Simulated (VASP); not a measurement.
# BN (Qingsongite): single point with PBE

The system is BN (Qingsongite).

```
B N
1.0
     0.00000    1.75624    1.75624
     1.75624    0.00000    1.75624
     1.75624    1.75624    0.00000
B N
1 1
Direct
  0.00000 0.00000 0.00000
  0.25000 0.25000 0.25000
```

This cell differs from its parent crystal: volume scaled by 0.91.

```json
{"Program": "VASP 6.6.1", "Task": "single point", "Functional": "PBE", "Potentials or basis": "VASP PAW PBE potentials, release 64 (B, N)", "Cutoff": "600 eV", "k mesh": "12 × 12 × 12", "Occupations": "gaussian, width 0.02 eV", "Spin": "no spin polarisation", "Dipole correction": "no", "Further INCAR settings": "ALGO = Normal; EDIFF = 1e-06; NBANDS = 11"}
```

- Pressure: 41.9 GPa
- Band gap on the k mesh: 4.55 eV, indirect (least direct gap 9.23 eV)

Levels at points of the mesh, in eV from the valence-band top:
```csv
k point,band 1,band 2,band 3,band 4,band 5,band 6,band 7,band 8
"(0.00, 0.00, 0.00)",-21.25,0.00,0.00,0.00,9.23,9.23,9.23,11.79
"(0.50, 0.00, 0.00)",-16.61,-11.51,-2.11,-2.11,11.18,11.18,11.30,16.14
"(0.50, 0.50, 0.00)",-15.12,-9.50,-5.35,-5.35,4.55,9.71,19.28,19.28
```

Wall time 7.9 s on 1 thread of AMD EPYC 7R13 Processor (Zen 3), on a shared host, peak memory 0.09 GiB.

 A k mesh can miss the band edges.
